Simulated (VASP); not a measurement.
# BaLi7F9 in VASP: further runs, part 2 of 2

VASP 6.6.1.

## Step 4: Single point, PBE

INCAR reads:

```
SYSTEM = BaLi7F9
  ALGO = Normal
  EDIFF = 1E-6
  ENCUT = 520
  GGA = PE
  ISIF = 2
  ISMEAR = -1
  ISYM = 0
  LASPH = .TRUE.
  LCHARG = .FALSE.
  LREAL = Auto
  LWAVE = .FALSE.
  NBANDS = 61
  NELM = 80
  PREC = Accurate
  SIGMA = 0.1637
```

KPOINTS reads:

```
k-points
0
G
  1 1 1
  0 0 0
```

POSCAR reads:

```
BaLi7F9
1.0
    5.6029570000      0.0278370000     -0.0374620000
    0.0278370000      5.7534950000     -0.0718080000
   -0.0374620000     -0.0718080000      5.5402340000
Ba F Li
1 9 7
Direct
    0.8420463800      0.9419115259      0.7092427006
    0.6578606283     -0.0743354091      0.2739452698
    0.9048407229      0.5204409351      0.4338843749
    0.2638403844      0.6939537871      1.1122182605
    0.7510214526      0.5545521284      0.9659380894
    0.2916463639      0.7760222806      0.7369913011
    0.3649194746      0.3674622677      0.3863160552
    0.4952340348      0.2058914092      0.9293257483
    0.0720117708      0.2367676929      0.8931919698
    0.0534001747      0.0573534500      0.3365124856
    1.1067872267      0.3650356451      0.3684463405
    0.8822872753     -0.2653484843      0.2282622182
    0.3659438102      0.3513538291      0.7246027880
    0.6820341106      0.2973194884      0.1901734258
    1.0858634562      0.5661288443      0.8785324224
    0.3957814897     -0.0658051123      1.0320017950
    0.3591266802      0.7945178858      0.4066077974
```

Potentials or basis: VASP PAW PBE potentials, release 64 (Ba_sv, F, Li_sv).

Command:

```sh
> cat potpaw_PBE.64/Ba_sv/POTCAR potpaw_PBE.64/F/POTCAR potpaw_PBE.64/Li_sv/POTCAR > POTCAR
> mpirun -np 1 vasp_gam > vasp.out
```

OUTCAR:

```text
SYSTEM = BaLi7F9
   EDIFF = 1E-6
   ENCUT = 520
   GGA = PE
   ISIF = 2
   ISMEAR = -1
   ISYM = 0
   LASPH = .TRUE.
   LREAL = Auto
   NELM = 80
   PREC = Accurate

 ion  position               nearest neighbor table
   1  0.842  0.942  0.709-   9 2.34  10 2.50   2 2.61   6 2.69  15 2.73   5 2.73   8 2.74   3 2.85
                            12 2.90  16 3.10  12 3.15   6 3.24  17 3.27   2 3.31  14 3.44  17 3.45
   2  0.658  0.926  0.274-  12 1.68  16 1.98  17 2.00  14 2.21   1 2.61   1 3.31
   3  0.905  0.520  0.434-  11 1.48  12 1.70  14 2.22   1 2.85
   4  0.264  0.694  0.112-  16 1.65  15 1.77  17 1.79  12 2.25
   5  0.751  0.555  0.966-  12 1.91  15 1.95  14 2.00   1 2.73
   6  0.292  0.776  0.737-  15 1.87  17 1.88  16 1.94   1 2.69   1 3.24
   7  0.365  0.367  0.386-  11 1.45  13 1.88  14 2.13
   8  0.495  0.206  0.929-  13 1.59  16 1.77  14 1.84   1 2.74
   9  0.072  0.237  0.893-  15 1.90  13 2.03   1 2.34
  10  0.053  0.057  0.337-  11 1.80  12 2.17   1 2.50
  11  0.107  0.365  0.368-   7 1.45   3 1.48  10 1.80  13 2.44  12 2.59  14 2.59   1 3.47
  12  0.882  0.735  0.228-   2 1.68   3 1.70   5 1.91  10 2.17   4 2.25  15 2.44  11 2.59   1 2.90
                             1 3.15
  13  0.366  0.351  0.725-   8 1.59   7 1.88   9 2.03  15 2.16  11 2.44   1 3.54
[... 170 lines left out ...]
      5     -42.5563      2.00000
      6     -42.2230      2.00000
[... 51 lines left out ...]
     58      11.1546      0.00000
     59      11.3031      0.00000
 [bands above 59 left out]

------------------------ aborting loop because EDIFF is reached ----------------------------------------

  FORCE on cell =-STRESS in cart. coord.  units (eV):
  Direction    XX          YY          ZZ          XY          YZ          ZX
  --------------------------------------------------------------------------------------
  -------------------------------------------------------------------------------------
  Total       22.4014045     11.1940883     14.8879162     -5.0001364     -1.6034183      1.5961072
  in kB      201.0058364    100.4435723    133.5879658    -44.8657850    -14.3873319     14.3217303
  external PRESSURE =     145.0124582 kB  Pullay stress =       0.0000000 kB

 VOLUME and BASIS-vectors are now :
 -----------------------------------------------------------------------------
  energy-cutoff  :      520.00
  volume of cell :      178.56
      direct lattice vectors                 reciprocal lattice vectors
     5.602957000  0.027837000 -0.037462000     0.178489399 -0.000848655  0.001195912
     0.027837000  5.753495000 -0.071808000    -0.000848655  0.173839554  0.002247428
    -0.037462000 -0.071808000  5.540234000     0.001195912  0.002247428  0.180535007

 POSITION                                       TOTAL-FORCE (eV/Angst)
 -----------------------------------------------------------------------------------
      4.71760      5.39179      3.83019        -0.822307      0.629565     -0.074252
      3.70147      5.32445      1.42661        -2.360199      0.454500      0.223456
      5.06802      2.98839      2.33255        -3.164633      2.095015      1.775555
      1.49340      3.99195      0.56200        -1.623710     -0.987290      2.087081
      4.18719      3.14216      5.28357         0.801208      1.135199     -0.044051
      1.62808      4.42004      4.01645         0.265867     -0.180476     -2.384171
[... 9 lines left out ...]
      2.24235      5.38360      0.09539        -0.011391      0.919274     -0.398496
      2.01906      4.55205      2.18220        -0.219999     -0.293849      0.090214
 -----------------------------------------------------------------------------------
    total drift:                               -0.002477     -0.001701     -0.002681

  FREE ENERGIE OF THE ION-ELECTRON SYSTEM (eV)
  ---------------------------------------------------
  free  energy   TOTEN  =       -76.8046467367 eV

  energy  without entropy=      -76.8046466875  energy(sigma->0) =      -76.80464671
```

OSZICAR:

```text
N       E                     dE             d eps       ncg     rms          rms(c)
DAV:   1     0.114269131666E+04    0.11427E+04   -0.57997E+04   122   0.176E+03
DAV:   2     0.230996462052E+02   -0.11196E+04   -0.10686E+04   138   0.484E+02
DAV:   3    -0.738683770175E+02   -0.96968E+02   -0.96304E+02   164   0.138E+02
DAV:   4    -0.840555600902E+02   -0.10187E+02   -0.10121E+02   212   0.369E+01
DAV:   5    -0.849911482717E+02   -0.93559E+00   -0.93518E+00   172   0.780E+00    0.174E+01
DAV:   6    -0.767023484311E+02    0.82888E+01   -0.28440E+01   140   0.258E+01    0.680E+00
DAV:   7    -0.767629363823E+02   -0.60588E-01   -0.28520E+00   172   0.636E+00    0.426E+00
DAV:   8    -0.767966308744E+02   -0.33694E-01   -0.63980E-01   140   0.446E+00    0.108E+00
DAV:   9    -0.767971047717E+02   -0.47390E-03   -0.16506E-01   164   0.198E+00    0.289E-01
DAV:  10    -0.768030950492E+02   -0.59903E-02   -0.20796E-02   172   0.595E-01    0.185E-01
DAV:  11    -0.768045345305E+02   -0.14395E-02   -0.24363E-03   140   0.266E-01    0.865E-02
DAV:  12    -0.768046343741E+02   -0.99844E-04   -0.92371E-04   156   0.153E-01    0.303E-02
DAV:  13    -0.768046414280E+02   -0.70539E-05   -0.13976E-04   140   0.626E-02    0.132E-02
DAV:  14    -0.768046440468E+02   -0.26188E-05   -0.18762E-05   180   0.264E-02    0.642E-03
DAV:  15    -0.768046462832E+02   -0.22364E-05   -0.39711E-06   124   0.102E-02    0.273E-03
DAV:  16    -0.768046467367E+02   -0.45346E-06   -0.42091E-07   108   0.457E-03
   1 F= -.76804647E+02 E0= -.76804647E+02  d E =-.491598E-07
```

stdout:

```text
POSCAR found type information on POSCAR BaF Li
 POSCAR found :  3 types and      17 ions
 scaLAPACK will be used
 LDA part: xc-table for (Slater+PW92), standard interpolation
 POSCAR, INCAR and KPOINTS ok, starting setup
 FFT: planning ... GRIDC
 FFT: planning ... GRID_SOFT
 FFT: planning ... GRID
 WAVECAR not read
 entering main loop
```

Run time: 16 s. Hardware: 1 thread of Intel Xeon 6975P-C (Granite Rapids), shared host; peak memory 0.26 GiB.

What came out:

| Quantity | Value |
| --- | --- |
| Free energy | -76.8046 eV |
| Largest force | 6.001 eV/Å |
| Band gap on the k mesh | 6.49 eV |

Forces on the atoms (eV/Å):
```
Ba  -0.822  0.630 -0.074
F   -2.360  0.455  0.223
F   -3.165  2.095  1.776
F   -1.624 -0.987  2.087
F    0.801  1.135 -0.044
F    0.266 -0.180 -2.384
F    5.776  0.208  1.615
F    1.897 -1.616  0.605
F    0.397  1.276 -0.430
F    0.552 -0.662  0.273
Li  -1.160 -2.848 -2.011
Li   0.703 -0.110 -0.761
Li  -0.208  0.636 -1.104
Li  -0.502  0.414  0.027
Li  -0.319 -1.070  0.510
Li  -0.011  0.919 -0.398
Li  -0.220 -0.294  0.090
```

Levels at points of the mesh, in eV from the valence-band top:
```tsv
k point	band 45	band 46	band 47	band 48	band 49	band 50
(0.00, 0.00, 0.00)	-0.20	-0.09	0.00	6.49	7.63	7.97
```

Caveat: the k points lie up to 1.13 Å⁻¹ apart; the cutoff is under 1.25 times the usual one of these potentials, so pressure, stress and relaxed cells hold a basis-set (Pulay) error; spin-orbit coupling is left out, which moves the levels of the heavy elements.
